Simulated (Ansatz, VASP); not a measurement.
One calculation of SnSe, two programs

Contents of INCAR:

```
PREC = Accurate
ENCUT = 600
EDIFF = 1E-7
ISMEAR = -1
SIGMA = 0.05
LREAL = False
LASPH = True
NELM = 100
ALGO = Normal
ISIF = 3
LWAVE = False
LCHARG = False
IBRION = 2
NSW = 60
EDIFFG = -0.01
```

The input KPOINTS:

```
regular mesh
0
Gamma
  3 6 6
```

POSCAR

```
SnSe
1.0
   11.4200000000      0.0000000000      0.0000000000
    0.0000000000      4.1900000000      0.0000000000
    0.0000000000      0.0000000000      4.4600000000
Sn Se
4 4
Direct
    0.8770000000      0.7500000000      0.9090000000
    0.6230000000      0.2500000000      0.4090000000
    0.3770000000      0.7500000000      0.5910000000
    0.1230000000      0.2500000000      0.0910000000
    0.6430000000      0.7500000000      0.9840000000
    0.8570000000      0.2500000000      0.4840000000
    0.1430000000      0.7500000000      0.5160000000
    0.3570000000      0.2500000000      0.0160000000
```

input.yaml

```yaml
crystal:
  lattice:
    - [11.42, 0.0, 0.0]
    - [0.0, 4.19, 0.0]
    - [0.0, 0.0, 4.46]
  atoms:
    - { symbol: Sn, position: [0.877, 0.75, 0.909] }
    - { symbol: Sn, position: [0.623, 0.25, 0.409] }
    - { symbol: Sn, position: [0.377, 0.75, 0.591] }
    - { symbol: Sn, position: [0.123, 0.25, 0.091] }
    - { symbol: Se, position: [0.643, 0.75, 0.984] }
    - { symbol: Se, position: [0.857, 0.25, 0.484] }
    - { symbol: Se, position: [0.143, 0.75, 0.516] }
    - { symbol: Se, position: [0.357, 0.25, 0.016] }
hamiltonian:
  xc: lda
  pseudopotentials: { kind: paw }
kpoints:
  mp_grid: { grid: [3, 6, 6] }
scf:
  occupations: { method: fermi_dirac, width: 0.05 }
output:
  forces: true
  stress: true
relax:
  f_tol: 0.01
  max_steps: 40
  cell: { stress_tol: 0.05 }
```

Alike in both runs: task relaxation of cell and atoms; functional LDA; k mesh 3 × 6 × 6; occupations fermi-dirac, width 0.05 eV; no spin polarisation.

|  | VASP | Ansatz |
| --- | --- | --- |
| version | VASP 6.6.1 | Ansatz 0.2.0 |
| potentials or method | VASP PAW LDA potentials, release 64 (Sn_d, Se) | Ansatz PAW |
| plane-wave cutoff (eV) | 600 | 420 |
| valence electrons in the cell | 80 | 120 |

Ansatz gave:

```
relaxed volume (Å³/atom)                                        : 25.17
relaxed length of the cell vector where the two differ most in proportion (Å) : 4.322
```

Task: Estimate VASP's values.

Result: Relaxed volume (Å³/atom): 25.17; relaxed length of the cell vector where the two differ most in proportion (Å): 4.304.

LDA's correlation is that of Perdew and Zunger in VASP and of Perdew and Wang (1992) in Ansatz. VASP's potentials hold 80 valence electrons a cell and Ansatz's 120, so a difference there can come from the potentials and not from the codes.

Noted on Ansatz's run: the plane-wave basis is chosen anew once the cell has moved, so the energies of steps on either side of that aren't comparable.
